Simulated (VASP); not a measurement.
# K2NbTlF6 (Fm-3m) in VASP: single point with PBE

Aim: the single point of K2NbTlF6 with PBE.

Program: VASP 6.6.1. These are calculated values, not measurements. Logs are shortened: lines on timing, memory, paths and dates and some standing lists are left out, and cuts for length are marked.

## 1. The cell of the first run

Symmetry: Fm-3m, No. 225, cubic system. Conventional cell: a = 9.477 Å, b = 9.477 Å, c = 9.477 Å, α = 90.00°, β = 90.00°, γ = 90.00°. Within 4.4 Å of K (site symmetry -43m) lie 12 F at 3.36 Å and 4 Tl at 4.10 Å and 4 Nb at 4.10 Å. Within 2.8 Å of Nb (site symmetry m-3m) lie 6 F at 2.10 Å. Tl (site symmetry m-3m) has 6 F at 2.64 Å within 3.5 Å. Within 2.8 Å of F (site symmetry 4mm) lie 1 Nb at 2.10 Å and 1 Tl at 2.64 Å.

## 2. Single point, PBE

The input, INCAR:

```
ALGO     = Normal         # electronic algorithm
EDIFF    = 1E-6           # SCF threshold, eV
ENCUT    = 520            # plane-wave cutoff, eV
GGA      = PE             # functional
ISIF     = 2              # what is computed and relaxed
ISMEAR   = 1              # smearing method
LASPH    = T              # aspherical terms in the spheres
LCHARG   = F              # write CHGCAR
LREAL    = F              # projectors in reciprocal space
LWAVE    = F              # write WAVECAR
NBANDS   = 54             # bands
NELM     = 100            # most SCF steps
PREC     = Accurate       # precision mode
SIGMA    = 0.1            # smearing width, eV
```

The input, KPOINTS:

```
k-points
0
Gamma
  4 4 4
```

The input, POSCAR:

```
K2NbTlF6
1.0
    0.0000000000      4.7386060000      4.7386060000
    4.7386060000      0.0000000000      4.7386060000
    4.7386060000      4.7386060000      0.0000000000
K Nb Tl F
2 1 1 6
Direct
    0.7500000000      0.7500000000      0.7500000000
    0.2500000000      0.2500000000      0.2500000000
    0.0000000000      0.0000000000      0.0000000000
    0.5000000000      0.5000000000      0.5000000000
    0.7781030000      0.2218970000      0.2218970000
    0.2218970000      0.2218970000      0.7781030000
    0.2218970000      0.7781030000      0.7781030000
    0.2218970000      0.7781030000      0.2218970000
    0.7781030000      0.2218970000      0.7781030000
    0.7781030000      0.7781030000      0.2218970000
```

Potentials or basis: VASP PAW PBE potentials, release 64 (K_sv, Nb_sv, Tl_d, F).

On the command line:

```
> cat potpaw_PBE.64/K_sv/POTCAR potpaw_PBE.64/Nb_sv/POTCAR potpaw_PBE.64/Tl_d/POTCAR potpaw_PBE.64/F/POTCAR > POTCAR
> mpirun -np 1 vasp_std > vasp.out
```

OUTCAR:

```text
EDIFF = 1E-6
   ENCUT = 520
   GGA = PE
   ISIF = 2
   ISMEAR = 1
   LASPH = T
   LREAL = F
   NELM = 100
   PREC = Accurate

 ion  position               nearest neighbor table
   1  0.750  0.750  0.750-
   2  0.250  0.250  0.250-
   3  0.000  0.000  0.000-   5 2.10   6 2.10   7 2.10   8 2.10   9 2.10  10 2.10
   4  0.500  0.500  0.500-   5 2.64   6 2.64   7 2.64   8 2.64   9 2.64  10 2.64
   5  0.778  0.222  0.222-   3 2.10   4 2.64
   6  0.222  0.222  0.778-   3 2.10   4 2.64
   7  0.222  0.778  0.778-   3 2.10   4 2.64
   8  0.222  0.778  0.222-   3 2.10   4 2.64
   9  0.778  0.222  0.778-   3 2.10   4 2.64
  10  0.778  0.778  0.222-   3 2.10   4 2.64

  LATTYP: Found a face centered cubic cell.
 ALAT       =     9.4772120000

  Lattice vectors:

 A1 = (   0.0000000000,   4.7386060000,   4.7386060000)
 A2 = (   4.7386060000,   0.0000000000,   4.7386060000)
 A3 = (   4.7386060000,   4.7386060000,   0.0000000000)

Analysis of symmetry for initial positions (statically):
=====================================================================
 Subroutine PRICEL returns:
 Original cell was already a primitive cell.

 Routine SETGRP: Setting up the symmetry group for a
 face centered cubic supercell.

 Subroutine GETGRP returns: Found 48 space group operations
 (whereof 48 operations were pure point group operations)
 out of a pool of 48 trial point group operations.

The static configuration has the point symmetry O_h .

Analysis of symmetry for dynamics (positions and initial velocities):
=====================================================================
 Subroutine PRICEL returns:
 Original cell was already a primitive cell.

 Routine SETGRP: Setting up the symmetry group for a
 face centered cubic supercell.

 Subroutine GETGRP returns: Found 48 space group operations
 (whereof 48 operations were pure point group operations)
 out of a pool of 48 trial point group operations.

The dynamic configuration has the point symmetry O_h .

 Subroutine INISYM returns: Found 48 space group operations
 (whereof 48 operations are pure point group operations),
 and found     1 'primitive' translations

----------------------------------------------------------------------------------------

                                     Primitive cell

  volume of cell :     212.8050

  direct lattice vectors                    reciprocal lattice vectors
     0.000000000  4.738606000  4.738606000    -0.105516264  0.105516264  0.105516264
     4.738606000  0.000000000  4.738606000     0.105516264 -0.105516264  0.105516264
     4.738606000  4.738606000  0.000000000     0.105516264  0.105516264 -0.105516264

  length of vectors
     6.701400872  6.701400872  6.701400872     0.182759530  0.182759530  0.182759530

  position of ions in fractional coordinates (direct lattice)
     0.750000000  0.750000000  0.750000000
     0.250000000  0.250000000  0.250000000
     0.000000000  0.000000000  0.000000000
     0.500000000  0.500000000  0.500000000
     0.778103000  0.221897000  0.221897000
     0.221897000  0.221897000  0.778103000
     0.221897000  0.778103000  0.778103000
     0.221897000  0.778103000  0.221897000
     0.778103000  0.221897000  0.778103000
     0.778103000  0.778103000  0.221897000

  ion indices of the primitive-cell ions
   primitive index   ion index
                 1           1
                 2           2
                 3           3
                 4           4
                 5           5
                 6           6
                 7           7
                 8           8
                 9           9
                10          10

----------------------------------------------------------------------------------------

 KPOINTS: k-points

Automatic generation of k-mesh.
 Grid dimensions read from file:
 generate k-points for:    4    4    4

 Generating k-lattice:

  Cartesian coordinates                     Fractional coordinates (reciprocal lattice)
    -0.026379066  0.026379066  0.026379066     0.250000000  0.000000000  0.000000000
     0.026379066 -0.026379066  0.026379066     0.000000000  0.250000000  0.000000000
     0.026379066  0.026379066 -0.026379066     0.000000000  0.000000000  0.250000000

  Length of vectors
     0.045689882  0.045689882  0.045689882

  Shift w.r.t. Gamma in fractional coordinates (k-lattice)
     0.000000000  0.000000000  0.000000000

 Subroutine IBZKPT returns following result:
 ===========================================

 Found      8 irreducible k-points:

 Following reciprocal coordinates:
            Coordinates               Weight
  0.000000  0.000000  0.000000      1.000000
  0.250000  0.000000  0.000000      8.000000
  0.500000  0.000000  0.000000      4.000000
  0.250000  0.250000  0.000000      6.000000
  0.500000  0.250000  0.000000     24.000000
 -0.250000  0.250000  0.000000     12.000000
  0.500000  0.500000  0.000000      3.000000
 -0.250000  0.500000  0.250000      6.000000
   k-points           NKPTS =      8   k-points in BZ     NKDIM =      8   number of bands    NBANDS=     54
   number of dos      NEDOS =    301   number of ions     NIONS =     10
   total plane-waves  NPLWV = 125000
   dimension x,y,z NGX =    50 NGY =   50 NGZ =   50
   dimension x,y,z NGXF=   100 NGYF=  100 NGZF=  100
   ions per type =               2   1   1   6
   NGX,Y,Z   is equivalent  to a cutoff of  12.40, 12.40, 12.40 a.u.
   NGXF,Y,Z  is equivalent  to a cutoff of  24.81, 24.81, 24.81 a.u.
 SYSTEM =  unknown system
   PREC   = accura    normal or accurate (medium, high low for compatibility)
   ISTART =      0    job   : 0-new  1-cont  2-samecut
   ICHARG =      2    charge: 1-file 2-atom 10-const
   ISPIN  =      1    spin polarized calculation?
   LNONCOLLINEAR =      F non collinear calculations
   LSORBIT =      F    spin-orbit coupling
   LASPH  =      T    aspherical Exc in radial PAW
   ENCUT  =  520.0 eV  38.22 Ry    6.18 a.u.  12.46 12.46 12.46*2*pi/ulx,y,z
   NELM   =    100;   NELMIN=  2; NELMDL= -5     # of ELM steps
   EDIFF  = 0.1E-05   stopping-criterion for ELM
   LREAL  =      F    real-space projection
   EDIFFG = 0.1E-04   stopping-criterion for IOM
   NSW    =      0    number of steps for IOM
   IBRION =     -1    ionic relax: 0-MD 1-quasi-New 2-CG
   NFREE  =      0    steps in history (QN), initial steepest desc. (CG)
   ISIF   =      2    stress and relaxation
   ISYM   =      2    0-nonsym 1-usesym 2-fastsym
   POTIM  = 0.5000    time-step for ionic-motion
   TEBEG  =    0.0;   TEEND  =   0.0 temperature during run
   PSTRESS=    0.0 pullay stress
   NELECT =      86.0000    total number of electrons
   NUPDOWN=      -1.0000    fix difference up-down
   EMIN   =  10.00;   EMAX   =-10.00  energy-range for DOS
   EFERMI =   0.00;   METHOD = LEGACY
   ISMEAR =     1;   SIGMA  =   0.10  broadening in eV -4-tet -1-fermi 0-gaus
   EFERMI_NEDOS =   21; number of points for ismear=-14 and -15
   IALGO  =     38    algorithm
   IMIX   =      4    mixing-type and parameters
     AMIX     =   0.40;   BMIX     =  1.00
     AMIX_MAG =   1.60;   BMIX_MAG =  1.00
  volume/ion in A,a.u.               =      21.28       143.61
  Fermi-wavevector in a.u.,A,eV,Ry     =   1.210358  2.287244 19.932067  1.464966
  Thomas-Fermi vector in A             =   2.345907
   LORBIT       =      0    0 simple, 1 ext, 2 COOP (PROOUT), +10 PAW based schemes
   GGA     = PE    functional components
   LHFCALC =     F    Hartree Fock is set to
   AEXX    =    0.0000 exact exchange contribution
   IVDW    =     0    specifies the selected vdW correction
   LEPSILON=     F    determine dielectric tensor
   LRPA    =     F    only Hartree local field effects (RPA)
 non-spin polarized calculation
 Methfessel and Paxton  Order N= 1 SIGMA  =   0.10
  energy-cutoff  :      520.00
  volume of cell :      212.80
 maximum number of plane-waves:      5769
 NGX is ok and might be reduce to    50
   NGX = 25   NGY = 25   NGZ = 25

 number of electron      86.0000025 magnetization

 Free energy of the ion-electron system (eV)
  ---------------------------------------------------
  ext. energy  EPLUGINS =         0.00000000
  ---------------------------------------------------
  free energy    TOTEN  =       -49.60873785 eV

  energy without entropy =      -49.55608247  energy(sigma->0) =      -49.59118606

 E-fermi :   3.8685     XC(G=0):  -8.0721

 val. band max:        3.8662128415   @ k =   0.5000   0.2500   0.0000
 cond. band min:       3.8782958666   @ k =  -0.2500   0.2500   0.0000
 fundamental gap:      0.0120830251
 Fermi energy:         3.8685093819

 k-point     1 :       0.0000    0.0000    0.0000
  band No.  band energies     occupation
      1     -53.2049      2.00000
      2     -29.4295      2.00000
      3     -29.4295      2.00000
      4     -29.4295      2.00000
      5     -29.2297      2.00000
      6     -29.2261      2.00000
[... 46 lines left out ...]
     53       7.3435      0.00000
     54       7.7774      0.00000

 k-point     2 :       0.2500    0.0000    0.0000
  band No.  band energies     occupation
      1     -53.2049      2.00000
      2     -29.4299      2.00000
      3     -29.4295      2.00000
      4     -29.4295      2.00000
      5     -29.2288      2.00000
      6     -29.2265      2.00000
[... 46 lines left out ...]
     53       7.3991      0.00000
     54       7.5502      0.00000
[... 283 lines left out ...]
     53       7.3694      0.00000
     54       8.2977      0.00000

 k-point     8 :      -0.2500    0.5000    0.2500
  band No.  band energies     occupation
      1     -53.2049      2.00000
      2     -29.4300      2.00000
      3     -29.4300      2.00000
      4     -29.4295      2.00000
      5     -29.2273      2.00000
      6     -29.2273      2.00000
[... 46 lines left out ...]
     53       7.4200      0.00000
     54       7.8308      0.00000

------------------------ aborting loop because EDIFF is reached ----------------------------------------

  FORCE on cell =-STRESS in cart. coord.  units (eV):
  Direction    XX          YY          ZZ          XY          YZ          ZX
  --------------------------------------------------------------------------------------
  -------------------------------------------------------------------------------------
  Total       -1.7694780     -1.7694780     -1.7694780     -0.0000000     -0.0000000      0.0000000
  in kB      -13.3221388    -13.3221388    -13.3221388     -0.0000000     -0.0000000      0.0000000
  external PRESSURE =     -13.3221388 kB  Pullay stress =       0.0000000 kB

 VOLUME and BASIS-vectors are now :
 -----------------------------------------------------------------------------
  energy-cutoff  :      520.00
  volume of cell :      212.80
      direct lattice vectors                 reciprocal lattice vectors
     0.000000000  4.738606000  4.738606000    -0.105516264  0.105516264  0.105516264
     4.738606000  0.000000000  4.738606000     0.105516264 -0.105516264  0.105516264
     4.738606000  4.738606000  0.000000000     0.105516264  0.105516264 -0.105516264

 POSITION                                       TOTAL-FORCE (eV/Angst)
 -----------------------------------------------------------------------------------
      7.10791      7.10791      7.10791         0.000000      0.000000      0.000000
      2.36930      2.36930      2.36930         0.000000     -0.000000      0.000000
      0.00000      0.00000      0.00000         0.000000      0.000000      0.000000
      4.73861      4.73861      4.73861         0.000000      0.000000      0.000000
      2.10296      4.73861      4.73861        -0.507944      0.000000      0.000000
      4.73861      4.73861      2.10296         0.000000      0.000000     -0.507944
      7.37425      4.73861      4.73861         0.507944      0.000000      0.000000
      4.73861      2.10296      4.73861         0.000000     -0.507944      0.000000
      4.73861      7.37425      4.73861         0.000000      0.507944      0.000000
      4.73861      4.73861      7.37425         0.000000      0.000000      0.507944
 -----------------------------------------------------------------------------------
    total drift:                                0.000000      0.000000      0.000000

  FREE ENERGIE OF THE ION-ELECTRON SYSTEM (eV)
  ---------------------------------------------------
  free  energy   TOTEN  =       -49.6087378510 eV

  energy  without entropy=      -49.5560824669  energy(sigma->0) =      -49.59118606
```

Wall time 2.3 min (1 thread of Intel Xeon Platinum 8259CL at 2.50GHz (Skylake/Cascade Lake), shared host); peak memory 0.4 GiB.

Results:

| Quantity | Value |
| --- | --- |
| Free energy | -49.6087 eV |
| Pressure | -1.3 GPa |
| Largest force | 0.508 eV/Å |
| Band gap on the k mesh | zero (band 43 reaches 3.91 eV, above the bottom of band 44 at 3.88 eV) |

Forces in eV/Å, atoms in the order of the input:
```
K    0.000  0.000  0.000
K    0.000  0.000  0.000
Nb   0.000  0.000  0.000
Tl   0.000  0.000  0.000
F   -0.508  0.000  0.000
F    0.000  0.000 -0.508
F    0.508  0.000  0.000
F    0.000 -0.508  0.000
F    0.000  0.508  0.000
F    0.000  0.000  0.508
```

Levels at points of the mesh, in eV from the Fermi level:
```csv
k point,band 40,band 41,band 42,band 43,band 44,band 45
"(0.00, 0.00, 0.00)",-6.29,-6.29,-4.99,0.01,0.01,0.01
"(0.50, 0.00, 0.00)",-6.41,-6.36,-4.35,-0.12,0.02,0.02
"(0.50, 0.50, 0.00)",-6.44,-6.30,-5.02,0.03,0.08,0.08
```

Caveat: spin-orbit coupling is left out, which moves the levels of the heavy elements.
